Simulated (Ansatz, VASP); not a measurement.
WS2: VASP beside Ansatz

```xyz
3
Lattice="3.3834 0.0000 0.0000 0.0000 3.3834 0.0000 0.0000 0.0000 10.6851" Properties=species:S:1:pos:R:3 pbc="T T T"
W     1.6917    1.6917    5.3425
S     1.6917    1.6917    9.7824
S     1.6917    1.6917    0.9026
```

Change from the starting cell: volume scaled by 0.98.

Alike in both runs: task single point; functional PBE; k mesh 8 × 8 × 3; occupations fermi-dirac, width 0.05 eV; no spin polarisation.

|  | VASP | Ansatz |
| --- | --- | --- |
| version | VASP 6.6.1 | Ansatz 0.2.0 |
| potentials or method | VASP PAW PBE potentials, release 64 (W_sv, S), cutoff 520 eV | all-electron LAPW, scalar-relativistic |

VASP gave:

| Item | Value |
| --- | --- |
| gap on the k mesh at the Fermi level (eV) | none |
| pressure (GPa) | -5.9 |
| traceless stress, the component that is largest in VASP (GPa) | 13.38 |
| rms of the force components (eV/Å) | 1.556 |

Task: What did Ansatz give for the same quantities?

Result: gap on the k mesh at the Fermi level (eV): none; pressure (GPa): -5.6; traceless stress, the component that is largest in VASP (GPa): 13.97; rms of the force components (eV/Å): 1.729.

Atom by atom the forces differ by 0.174 eV/Å (rms over components). A gap of «none» marks a metal or a gap that the smearing closes. Ansatz ran all-electron here, and VASP with PAW potentials.

Spin-orbit coupling is off throughout.
